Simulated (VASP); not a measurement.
LiHPd, 3 atoms in the cell. Symmetry: P4/mmm, No. 123, tetragonal system. The conventional cell has a = 2.809 Å, b = 2.809 Å, c = 3.890 Å, α = 90.00°, β = 90.00°, γ = 90.00°. Li (site symmetry 4/mmm) has 2 H at 1.95 Å within 2.6 Å. Within 2.6 Å of H (site symmetry 4/mmm) lie 2 Li at 1.95 Å and 4 Pd at 1.99 Å. Pd (site symmetry 4/mmm) has 4 H at 1.99 Å within 2.6 Å.  This cell differs from its parent crystal: biaxial strain in the a-b plane: +2.0 %.

- Program: VASP 6.6.1
- Task: single point
- Functional: PBEsol
- Potentials or basis: VASP PAW PBE potentials, release 64 (Li_sv, H, Pd)
- Cutoff: 520 eV
- k mesh: 16 × 16 × 10
- Occupations: gaussian, width 0.1 eV
- Spin: no spin polarisation
- Dipole correction: no
- Further INCAR settings: ALGO = Normal; EDIFF = 1e-07; NBANDS = 14

Potentials or basis: VASP PAW PBE potentials, release 64 (Li_sv, H, Pd).

Run with:

```sh
$ cat potpaw_PBE.64/Li_sv/POTCAR potpaw_PBE.64/H/POTCAR potpaw_PBE.64/Pd/POTCAR > POTCAR
$ mpirun -np 1 vasp_std > vasp.out
```

Hardware: 1 thread of Intel(R) Xeon(R) Platinum 8488C (Sapphire Rapids) (shared host).

Question: Estimate the wall time of this run.

Answer: It took 44 s on 1 thread of Intel(R) Xeon(R) Platinum 8488C (Sapphire Rapids), with other jobs on the host, peak memory 0.25 GiB. Counts: scf iterations 12, k points 270.
